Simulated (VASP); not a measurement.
Write the native input for VASP 6.6.1 that does the following.

| Quantity | Value |
| --- | --- |
| Task | single point |
| Functional | r2SCAN |
| Dispersion | D3(BJ) |
| Potentials or basis | VASP PAW PBE potentials, release 64 (Ni, O) |
| Cutoff | 520 eV |
| k mesh | 11 × 11 × 11 |
| Occupations | fermi-dirac, width 0.05 eV |
| Spin | collinear spin, ferromagnetic start |
| Starting moments | [1.0, 0.0] μB |
| Dipole correction | no |
| Further INCAR settings | ALGO = Normal; EDIFF = 1e-06; NBANDS = 19 |

The system is NiO.

```
Ni O
1.0
     0.00000    2.09972    2.09972
     2.09972    0.00000    2.09972
     2.09972    2.09972    0.00000
Ni O
1 1
Direct
  0.00000 0.00000 0.00000
  0.50000 0.50000 0.50000
```

The input as run:

POSCAR

```
NiO
1.0
    0.0000000000      2.0997159621      2.0997159621
    2.0997159621      0.0000000000      2.0997159621
    2.0997159621      2.0997159621      0.0000000000
Ni O
1 1
Direct
    0.0000000000      0.0000000000      0.0000000000
    0.5000000000      0.5000000000      0.5000000000
```

INCAR.step1

```
SYSTEM = NiO
ALGO = Normal ; EDIFF = 1E-4
ENCUT = 520 ; GGA = PE
ISMEAR = -1 ; ISPIN = 2
LASPH = .TRUE. ; LCHARG = .FALSE.
LMAXMIX = 4 ; LREAL = .FALSE.
LWAVE = .TRUE. ; MAGMOM = 1 0
NBANDS = 19 ; NELM = 150
PREC = Accurate ; SIGMA = 0.05
```

INCAR.step2

```
SYSTEM = NiO
ALGO = Normal ; EDIFF = 1E-6
ENCUT = 520 ; ISIF = 2
ISMEAR = -1 ; ISPIN = 2
ISTART = 1 ; IVDW = 12
LASPH = .TRUE. ; LCHARG = .TRUE.
LELF = .TRUE. ; LMAXMIX = 4
LMIXTAU = .TRUE. ; LORBIT = 11
LREAL = .FALSE. ; LVHAR = .TRUE.
LWAVE = .FALSE. ; MAGMOM = 1 0
METAGGA = R2SCAN ; NBANDS = 19
NELM = 150 ; PREC = Accurate
SIGMA = 0.05 ; VDW_A1 = 0.49484001
VDW_A2 = 5.73083694 ; VDW_S6 = 1.0
VDW_S8 = 0.78981345
```

KPOINTS

```
k-points
0
G
  11 11 11
  0 0 0
```

Potentials or basis: VASP PAW PBE potentials, release 64 (Ni, O).

Launch:

```console
$ cat potpaw_PBE.64/Ni/POTCAR potpaw_PBE.64/O/POTCAR > POTCAR
$ cp INCAR.step1 INCAR
$ mpirun -np 1 vasp_std > vasp.out
$ cp INCAR.step2 INCAR
$ mpirun -np 1 vasp_std > vasp.out
```

Results of the run:

```yaml
Pressure: -3.3 GPa
Band_gap_on_the_k_mesh: 0.80 eV, indirect (least direct gap 1.72 eV)
Net_moment: 2.00 μB per cell
Site_moments: Ni +1.69; O +0.28 μB
Valence_electrons_inside_the_program's_atomic_spheres: Ni 8.90; O 5.04
Dispersion_energy_per_atom: -0.124 eV
```

Caveat: the PAW data sets were made with another functional, which shifts forces and pressure a little; a cell with one magnetic atom can't hold antiferromagnetic order, which such compounds often take.

It took 3.3 min on 1 thread of Intel Xeon 8259CL, with other jobs on the host, peak memory 0.19 GiB.
